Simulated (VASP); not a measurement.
Write the native input for VASP 6.6.1 that does the following.

```
Task                   : single point
Functional             : PBE
Potentials or basis    : VASP PAW PBE potentials, release 64 (Al, H)
Cutoff                 : 520 eV
k mesh                 : 5 × 3 × 1
Occupations            : gaussian, width 0.1 eV
Spin                   : no spin polarisation
Dipole correction      : yes
Further INCAR settings : LREAL = Auto; ALGO = Normal; EDIFF = 1e-07; NBANDS = 44
```

The structure of Al9H lies in POSCAR:

```
Al9H
1.0
    5.7070863109      0.0000000000      0.0000000000
   -1.4267715777      9.7014842373      0.0000000000
    0.0000000000      0.0000000000     22.7903703632
Al H
18 2
Direct
    0.2662216041      0.0648864163      0.1755127247
    0.7662216041      0.0648864163      0.1755127247
    0.3354806058      0.3419224231      0.2192029853
    0.8354806058      0.3419224231      0.2192029853
    0.1493324061      0.5973296244      0.2279410374
    0.6493324061      0.5973296244      0.2279410374
    0.4631842064      0.8527368258      0.2366790895
    0.9631842064      0.8527368258      0.2366790895
    0.0319772084      0.1277109167      0.2808262503
    0.5319772084      0.1277109167      0.2808262503
    0.0997917590      0.4042231279      0.3301071124
    0.5997917590      0.4042231279      0.3301071124
    0.4144000530      0.6596656505      0.3369822082
    0.9144000530      0.6596656505      0.3369822082
    0.2263076920      0.9110819249      0.3449259127
    0.7263076920      0.9110819249      0.3449259127
    0.2962427236      0.1814071990      0.3857054635
    0.7962427236      0.1814071990      0.3857054635
    0.2441401852      0.9110819249      0.4335326809
    0.7084751988      0.9110819249      0.4335326809
```

The input as run:

INCAR

```
SYSTEM = Al9H
PREC = Accurate ; ENCUT = 520
EDIFF = 1E-7 ; ISMEAR = 0
SIGMA = 0.1 ; LREAL = Auto
LASPH = .True. ; NELM = 100
ALGO = Normal ; ISIF = 2
LWAVE = .False. ; LCHARG = .False.
LDIPOL = .True. ; IDIPOL = 3
DIPOL = 0.5 0.5 0.297 ; GGA = PE
NBANDS = 44
```

KPOINTS

```
regular mesh
0
Gamma
  5 3 1
  0 0 0
```

Potentials or basis: VASP PAW PBE potentials, release 64 (Al, H).

Command:

```console
$ cat potpaw_PBE.64/Al/POTCAR potpaw_PBE.64/H/POTCAR > POTCAR
$ mpirun -np 1 vasp_std > vasp.out
```

Results of the run:

```yaml
Largest_force: 1.796 eV/Å
Band_gap_on_the_k_mesh: zero (bands 28 and 29 overlap by 0.75 eV)
```

Run time: 14 min on 1 thread of Intel(R) Xeon(R) 6975P-C (Granite Rapids), with other jobs on the host, peak memory 1.2 GiB.
